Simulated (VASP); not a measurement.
# PbS: electric field gradients with LDA

Crystal: PbS.

```
Pb S
1.0
     0.00000    2.98464    2.98464
     2.98464    0.00000    2.98464
     2.98464    2.98464    0.00000
Pb S
1 1
Direct
  0.00000 0.00000 0.00000
  0.50000 0.50000 0.50000
```

This cell differs from its parent crystal: volume scaled by 1.02.

| Item | Value |
| --- | --- |
| Program | VASP 6.6.1 |
| Task | electric field gradients |
| Functional | LDA |
| Potentials or basis | VASP PAW LDA potentials, release 64 (Pb_d, S) |
| Cutoff | 520 eV |
| k mesh | 8 × 8 × 8 |
| Occupations | fermi-dirac, width 0.01 eV |
| Spin | no spin polarisation |
| Dipole correction | no |
| Further INCAR settings | ALGO = Normal; EDIFF = 1e-08; NBANDS = 17 |

```json
{
  "Pressure": "-3.5 GPa",
  "Band gap on the k mesh": "0.27 eV, direct"
}
```

Levels at points of the mesh, in eV from the valence-band top:
```csv
k point,band 7,band 8,band 9,band 10,band 11,band 12,band 13,band 14
"(0.00, 0.00, 0.00)",-6.10,-2.05,-2.05,-2.05,5.03,5.03,5.03,6.71
"(0.50, 0.00, 0.00)",-8.80,-1.66,-1.66,0.00,0.27,1.89,1.89,8.47
"(0.50, 0.50, 0.00)",-7.23,-5.08,-3.32,-3.32,3.83,5.42,5.51,5.51
```

It took 33 s on 1 thread of Intel Xeon 8259CL, on a shared host, peak memory 0.16 GiB.

Caveat: without QUAD_EFG the Cq values of the log hold for a quadrupole moment of 1 mb, not for the nuclei; spin-orbit coupling is left out, which moves the levels of the heavy elements. A k mesh can miss the band edges.
